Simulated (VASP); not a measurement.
# In (Cmce) in VASP: single point with PBE

Aim: the single point of In with PBE.

All numbers are computed with VASP 6.6.1; they aren't measurements. Logs are shortened: lines on timing, memory, paths and dates and some standing lists are left out, and cuts for length are marked.

## Step 1: The cell of the first run

It takes space group Cmce (No. 64, orthorhombic). Conventional cell: a = 3.747 Å, b = 11.886 Å, c = 4.958 Å, α = 90.00°, β = 90.00°, γ = 90.00°. Within 3.2 Å of In (site symmetry m) lie 3 In at 2.45 to 2.49 Å.

## Step 2: Single point, PBE

Input file INCAR:

```
SYSTEM = In
ALGO = Fast
EDIFF = 1E-7
ENCUT = 520
GGA = PE
ISIF = 2
ISMEAR = 0
LASPH = .True.
LCHARG = .False.
LREAL = .False.
LWAVE = .False.
NBANDS = 34
NELM = 100
PREC = Accurate
SIGMA = 0.1
```

Input file KPOINTS:

```
k-points
0
Gamma
  6 6 4
  0 0 0
```

Input file POSCAR:

```
In
1.0
    1.8734235988     -5.9428845279      0.0000000000
    1.8734235988      5.9428845279      0.0000000000
    0.0000000000      0.0000000000      4.9580636632
In
4
Direct
    0.0980000000      0.9020000000      0.9100000000
    0.5980000000      0.4020000000      0.5900000000
    0.9020000000      0.0980000000      0.0900000000
    0.4020000000      0.5980000000      0.4100000000
```

Potentials or basis: VASP PAW PBE potentials, release 64 (In_d).

Started as:

```sh
$ cat potpaw_PBE.64/In_d/POTCAR > POTCAR
$ mpirun -np 1 vasp_std > vasp.out
```

OUTCAR:

```text
SYSTEM = In
   EDIFF = 1E-7
   ENCUT = 520
   GGA = PE
   ISIF = 2
   ISMEAR = 0
   LASPH = .True.
   LREAL = .False.
   NELM = 100
   PREC = Accurate

 ion  position               nearest neighbor table
   1  0.098  0.902  0.910-   2 2.45   2 2.45   3 2.49   2 3.86   2 3.86   4 3.88   4 3.88   4 3.88
                             4 3.88
   2  0.598  0.402  0.590-   1 2.45   1 2.45   4 2.49   1 3.86   1 3.86   3 3.88   3 3.88   3 3.88
                             3 3.88
   3  0.902  0.098  0.090-   4 2.45   4 2.45   1 2.49   4 3.86   4 3.86   2 3.88   2 3.88   2 3.88
                             2 3.88
   4  0.402  0.598  0.410-   3 2.45   3 2.45   2 2.49   3 3.86   3 3.86   1 3.88   1 3.88   1 3.88
                             1 3.88

  LATTYP: Found a base centered orthorhombic cell.
 ALAT       =     3.7468471976
 B/A-ratio  =     3.1722054381
 C/A-ratio  =     1.3232628399

  Lattice vectors:

 A1 = (   1.8734235988,  -5.9428845279,   0.0000000000)
 A2 = (   1.8734235988,   5.9428845279,   0.0000000000)
 A3 = (   0.0000000000,   0.0000000000,   4.9580636632)

Analysis of symmetry for initial positions (statically):
=====================================================================
 Subroutine PRICEL returns:
 Original cell was already a primitive cell.

 Routine SETGRP: Setting up the symmetry group for a
 base centered orthorhombic supercell.

 Subroutine GETGRP returns: Found  8 space group operations
 (whereof  4 operations were pure point group operations)
 out of a pool of  8 trial point group operations.

The static configuration has the point symmetry C_2h.
 The point group associated with its full space group is D_2h.

Analysis of symmetry for dynamics (positions and initial velocities):
=====================================================================
 Subroutine PRICEL returns:
 Original cell was already a primitive cell.

 Routine SETGRP: Setting up the symmetry group for a
 base centered orthorhombic supercell.

 Subroutine GETGRP returns: Found  8 space group operations
 (whereof  4 operations were pure point group operations)
 out of a pool of  8 trial point group operations.

The dynamic configuration has the point symmetry C_2h.
 The point group associated with its full space group is D_2h.

 Subroutine INISYM returns: Found  8 space group operations
 (whereof  4 operations are pure point group operations),
[... 93 lines left out ...]
   ICHARG =      2    charge: 1-file 2-atom 10-const
   ISPIN  =      1    spin polarized calculation?
   LNONCOLLINEAR =      F non collinear calculations
   LSORBIT =      F    spin-orbit coupling
   LASPH  =      T    aspherical Exc in radial PAW
   ENCUT  =  520.0 eV  38.22 Ry    6.18 a.u.  11.59 11.59  9.22*2*pi/ulx,y,z
   NELM   =    100;   NELMIN=  2; NELMDL= -5     # of ELM steps
   EDIFF  = 0.1E-06   stopping-criterion for ELM
   LREAL  =      F    real-space projection
   EDIFFG = 0.1E-05   stopping-criterion for IOM
   NSW    =      0    number of steps for IOM
   IBRION =     -1    ionic relax: 0-MD 1-quasi-New 2-CG
   NFREE  =      0    steps in history (QN), initial steepest desc. (CG)
   ISIF   =      2    stress and relaxation
   ISYM   =      2    0-nonsym 1-usesym 2-fastsym
   POTIM  = 0.5000    time-step for ionic-motion
   TEBEG  =    0.0;   TEEND  =   0.0 temperature during run
   PSTRESS=    0.0 pullay stress
   NELECT =      52.0000    total number of electrons
   NUPDOWN=      -1.0000    fix difference up-down
   EMIN   =  10.00;   EMAX   =-10.00  energy-range for DOS
   EFERMI =   0.00;   METHOD = LEGACY
   ISMEAR =     0;   SIGMA  =   0.10  broadening in eV -4-tet -1-fermi 0-gaus
   EFERMI_NEDOS =   21; number of points for ismear=-14 and -15
   IALGO  =     68    algorithm
   IMIX   =      4    mixing-type and parameters
     AMIX     =   0.40;   BMIX     =  1.00
     AMIX_MAG =   1.60;   BMIX_MAG =  1.00
  volume/ion in A,a.u.               =      27.60       186.26
  Fermi-wavevector in a.u.,A,eV,Ry     =   1.273750  2.407038 22.074619  1.622439
  Thomas-Fermi vector in A             =   2.406556
   LORBIT       =      0    0 simple, 1 ext, 2 COOP (PROOUT), +10 PAW based schemes
   GGA     = PE    functional components
   LHFCALC =     F    Hartree Fock is set to
   AEXX    =    0.0000 exact exchange contribution
   IVDW    =     0    specifies the selected vdW correction
   LEPSILON=     F    determine dielectric tensor
   LRPA    =     F    only Hartree local field effects (RPA)
 non-spin polarized calculation
 RMM-DIIS sequential band-by-band and
 Gauss-broadening in eV      SIGMA  =   0.10
  energy-cutoff  :      520.00
  volume of cell :      110.40
 maximum number of plane-waves:      2998
 NGX is ok and might be reduce to    48
   NGX = 23   NGY = 23   NGZ = 19

 number of electron      52.0000009 magnetization

 Free energy of the ion-electron system (eV)
  ---------------------------------------------------
  ext. energy  EPLUGINS =         0.00000000
  ---------------------------------------------------
  free energy    TOTEN  =        -4.94008086 eV

  energy without entropy =       -4.92865217  energy(sigma->0) =       -4.93436651

 E-fermi :   6.8376     XC(G=0):  -9.7294

 val. band max:        6.8240480178   @ k =  -0.3333   0.1667   0.5000
 cond. band min:       6.8492336990   @ k =   0.5000   0.3333   0.0000
 fundamental gap:      0.0251856812
 Fermi energy:         6.8375802096

 k-point     1 :       0.0000    0.0000    0.0000
  band No.  band energies     occupation
      1      -9.3585      2.00000
      2      -9.3193      2.00000
      3      -9.2648      2.00000
      4      -8.9525      2.00000
      5      -8.8926      2.00000
      6      -8.8721      2.00000
[... 877 lines left out ...]
     33      13.5697      0.00000
     34      14.0007      0.00000

 [... further k-points ...]
[... 5 lines left out ...]
  --------------------------------------------------------------------------------------
  -------------------------------------------------------------------------------------
  Total       20.6573980     12.2591257     15.5724247      0.0000000      0.0000000      0.0000000
  in kB      299.7856398    177.9076848    225.9911583      0.0000000      0.0000000      0.0000000
  external PRESSURE =     234.5614943 kB  Pullay stress =       0.0000000 kB

 VOLUME and BASIS-vectors are now :
 -----------------------------------------------------------------------------
  energy-cutoff  :      520.00
  volume of cell :      110.40
      direct lattice vectors                 reciprocal lattice vectors
     1.873423599 -5.942884528  0.000000000     0.266891055 -0.084134228  0.000000000
     1.873423599  5.942884528  0.000000000     0.266891055  0.084134228  0.000000000
     0.000000000  0.000000000  4.958063663     0.000000000  0.000000000  0.201691642

 POSITION                                       TOTAL-FORCE (eV/Angst)
 -----------------------------------------------------------------------------------
      1.87342      4.77808      4.51184         0.000000     -3.188096      3.543528
      1.87342     -1.16481      2.92526         0.000000     -3.188096     -3.543528
      1.87342     -4.77808      0.44623         0.000000      3.188096     -3.543528
      1.87342      1.16481      2.03281         0.000000      3.188096      3.543528
 -----------------------------------------------------------------------------------
    total drift:                                0.000000      0.000000      0.000000

  FREE ENERGIE OF THE ION-ELECTRON SYSTEM (eV)
  ---------------------------------------------------
  free  energy   TOTEN  =        -4.9400808551 eV

  energy  without entropy=       -4.9286521699  energy(sigma->0) =       -4.93436651
```

Wall time 14 min (1 thread of Intel Xeon 8259CL, shared host); peak memory 0.34 GiB.

Results:

```yaml
Free_energy: -4.9401 eV
Pressure: 23.5 GPa
Largest_force: 4.767 eV/Å
Band_gap_on_the_k_mesh: zero (bands 26 and 27 overlap by 3.45 eV)
```

Forces on the atoms (eV/Å):
```
In   0.000 -3.188  3.544
In   0.000 -3.188 -3.544
In   0.000  3.188 -3.544
In   0.000  3.188  3.544
```

Caveat: the stress differs along the axes, from 18 to 30 GPa; spin-orbit coupling is left out, which moves the levels of the heavy elements; forces of over 1 eV/Å act on the atoms, so gaps and moduli don't describe the material at rest.

The gap in the log of VASP goes by the Fermi energy; the results here count the filled bands.